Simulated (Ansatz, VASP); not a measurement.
## Mo: VASP beside Ansatz

The input INCAR:

```
PREC     = Accurate       # precision mode
ENCUT    = 520            # plane-wave cutoff, eV
EDIFF    = 1E-6           # SCF threshold, eV
ISMEAR   = 0              # smearing method
SIGMA    = 0.15           # smearing width, eV
LREAL    = F              # projectors in reciprocal space
LASPH    = T              # aspherical terms in the spheres
NELM     = 80             # most SCF steps
ALGO     = Normal         # electronic algorithm
ISIF     = 2              # what is computed and relaxed
LWAVE    = F              # write WAVECAR
LCHARG   = F              # write CHGCAR
GGA      = PS             # functional
NBANDS   = 13             # bands
```

Contents of KPOINTS:

```
regular mesh
0
Gamma
  18 18 18
```

File POSCAR:

```
Mo
1.0
    2.7355103972      0.0000000000      0.0000000000
   -1.3677551986      2.3690214963      0.0000000000
    0.0000000000      0.0000000000      2.4913011825
Mo
1
Direct
    0.0000000000      0.0000000000      0.5000000000
```

Input for Ansatz:

```yaml
crystal:
  lattice:
    - [2.7355103972, 0.0, 0.0]
    - [-1.3677551986, 2.3690214963, 0.0]
    - [0.0, 0.0, 2.4913011825]
  atoms:
    - { symbol: Mo, position: [0.0, 0.0, 0.5] }
basis:
  ecutwfc: 420
kpoints:
  mp_grid: { grid: [18, 18, 18] }
hamiltonian:
  xc: pbesol
scf:
  occupations: { method: gaussian, width: 0.15 }
output:
  forces: true
  stress: true
  eigenvalues: true
  write_density: true
  write_potential: true
  elf: true
  volumetric_format: npy
```

Change from the starting cell: strain +0.000 along x and y, -0.025 along z, atoms carried along.

Alike in both runs: task single point; functional PBEsol; k mesh 18 × 18 × 18; occupations gaussian, width 0.15 eV; no spin polarisation.

```csv
,VASP,Ansatz
version,VASP 6.6.1,Ansatz 0.2.0
potentials or method,"VASP PAW PBE potentials, release 64 (Mo_sv), cutoff 520 eV","scalar-relativistic, plane waves, PAW"
valence electrons in the cell,14,14
```

VASP gave:

* gap on the k mesh at the Fermi level (eV): none
* pressure (GPa): 2.4
* traceless stress, the component that is largest in VASP (GPa): 0.41

Q: Estimate Ansatz's values.

A: gap on the k mesh at the Fermi level (eV): none; pressure (GPa): 1.8; traceless stress, the component that is largest in VASP (GPa): 0.17.

VASP's potentials were made for PBE, not for PBEsol. A gap of «none» marks a metal or a gap that the smearing closes. The functional is the same, so the differences come from potentials, cutoffs and numerics.
